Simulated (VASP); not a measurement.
Zn2Ir, 3 atoms in the cell. Symmetry: Fm-3m, No. 225, cubic system. Conventional cell: a = 5.902 Å, b = 5.902 Å, c = 5.902 Å, α = 90.00°, β = 90.00°, γ = 90.00°. Within 3.4 Å of Zn (site symmetry -43m) lie 4 Ir at 2.56 Å and 6 Zn at 2.95 Å. Ir (site symmetry m-3m) has 8 Zn at 2.56 Å within 3.4 Å. 

| Item | Value |
| --- | --- |
| Program | VASP 6.6.1 |
| Task | single point |
| Functional | PBE |
| Potentials or basis | VASP PAW PBE potentials, release 64 (Zn, Ir) |
| Cutoff | 520 eV |
| k mesh | 6 × 6 × 6 |
| Occupations | gaussian, width 0.1 eV |
| Spin | no spin polarisation |
| Dipole correction | no |
| Further INCAR settings | ALGO = Normal; EDIFF = 1e-07; NBANDS = 24 |

Potentials or basis: VASP PAW PBE potentials, release 64 (Zn, Ir).

Command:

```bash
$ cat potpaw_PBE.64/Zn/POTCAR potpaw_PBE.64/Ir/POTCAR > POTCAR
$ mpirun -np 1 vasp_std > vasp.out
```

Hardware: 1 thread of Intel(R) Xeon(R) Platinum 8375C CPU @ 2.90GHz (Ice Lake) (shared host).

Question: How long does it take, and how much memory?

Answer: It took 28 s on 1 thread of Intel(R) Xeon(R) Platinum 8375C CPU @ 2.90GHz (Ice Lake) (shared host), peak memory 0.18 GiB. Counts: scf iterations 13, k points 16.
